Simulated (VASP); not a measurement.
Ti12O, 13 atoms in the cell. The cell holds a slab with vacuum, 13 atoms: a = 5.815 Å, b = 5.815 Å, c = 19.306 Å, α = 90.00°, β = 90.00°, γ = 90.00°. 

- Program: VASP 6.6.1
- Task: single point
- Functional: PBE
- Potentials or basis: VASP PAW PBE potentials, release 64 (Ti_sv, O)
- Cutoff: 520 eV
- k mesh: 5 × 5 × 1
- Occupations: gaussian, width 0.1 eV
- Spin: no spin polarisation
- Dipole correction: yes
- Further INCAR settings: ALGO = Normal; EDIFF = 1e-06; NBANDS = 87

Potentials or basis: VASP PAW PBE potentials, release 64 (Ti_sv, O).

Command:

```bash
$ cat potpaw_PBE.64/Ti_sv/POTCAR potpaw_PBE.64/O/POTCAR > POTCAR
$ mpirun -np 1 vasp_std > vasp.out
```

Hardware: 1 thread of Intel(R) Xeon(R) 6975P-C (Granite Rapids), on a shared host.

How long does it take, and how much memory?

It took 19 min on 1 thread of Intel(R) Xeon(R) 6975P-C (Granite Rapids), with other jobs on the host, peak memory 0.84 GiB. Counts: scf iterations 35, k points 9.
